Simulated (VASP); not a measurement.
The system is Yb.

```xyz
1
Lattice="0.0000 2.7431 2.7431 2.7431 0.0000 2.7431 2.7431 2.7431 0.0000" Properties=species:S:1:pos:R:3 pbc="T T T"
Yb    0.0000    0.0000    0.0000
```

Base run:

* Program: VASP 6.6.1
* Functional: PBE
* Potentials or basis: VASP PAW PBE potentials, release 64 (Yb)
* Cutoff: 520 eV
* k mesh: 8 × 8 × 8
* Occupations: fermi-dirac, width 0.05 eV
* Spin: collinear spin, ferromagnetic start
* Starting moments: [2.5] μB

Its results: band gap on the k mesh zero (filled and empty bands overlap); pressure 0.8 GPa; net moment 0.01 μB per cell.

**Question.** The run is repeated on the same cell with these changes: functional from PBE to PBEsol; moments at the start from [2.5] to [1.0]. What comes out?

**Answer.** Band gap on the k mesh zero (filled and empty bands overlap); pressure -3.4 GPa; net moment 0.00 μB per cell.

Caveats: spin-orbit coupling is left out, which moves the levels of the heavy elements; the cell stands under tension (at least some runs); the PAW data sets were made with another functional, which shifts forces and pressure a little (at least some runs).
